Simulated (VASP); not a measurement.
Crystal: SnTe.

```xyz
2
Lattice="0.0000 -3.1565 -3.1565 3.1565 0.0000 -3.1565 3.1565 -3.1565 0.0000" Properties=species:S:1:pos:R:3 pbc="T T T"
Sn    0.0000    0.0000    0.0000
Te    3.1565   -3.1565   -3.1565
```

| Item | Value |
| --- | --- |
| Program | VASP 6.6.1 |
| Task | relaxation of cell and atoms |
| Functional | PBE |
| Potentials or basis | VASP PAW PBE potentials, release 64 (Sn_d, Te) |
| Cutoff | 600 eV |
| k mesh | 10 × 10 × 10 |
| Occupations | gaussian, width 0.01 eV |
| Spin | no spin polarisation |

At the start: pressure 2.0 GPa; volume 31.45 Å³/atom.

How do energy, volume and symmetry change on relaxing?

Over 3 steps the energy falls by 8.8 meV/atom and the volume is 32.93 Å³/atom (+4.7 %); space group Fm-3m (No. 225, to 0.05 Å).

Step by step:
| step | energy change (eV) | largest force (eV/Å) | pressure (GPa) | volume (Å³) |
| --- | --- | --- | --- | --- |
| 1 | 0.0000 | 0.0000 | 1.97 | 62.90 |
| 2 | -0.0169 | 0.0000 | -0.36 | 66.48 |
| 3 | -0.0176 | 0.0000 | 0.00 | 65.86 |

Final structure:
```
Sn Te
1.0
     0.00000   -3.20521   -3.20521
     3.20521    0.00000   -3.20521
     3.20521   -3.20521    0.00000
Sn Te
1 1
Direct
  0.00000 0.00000 0.00000
  0.50000 0.50000 0.50000
```
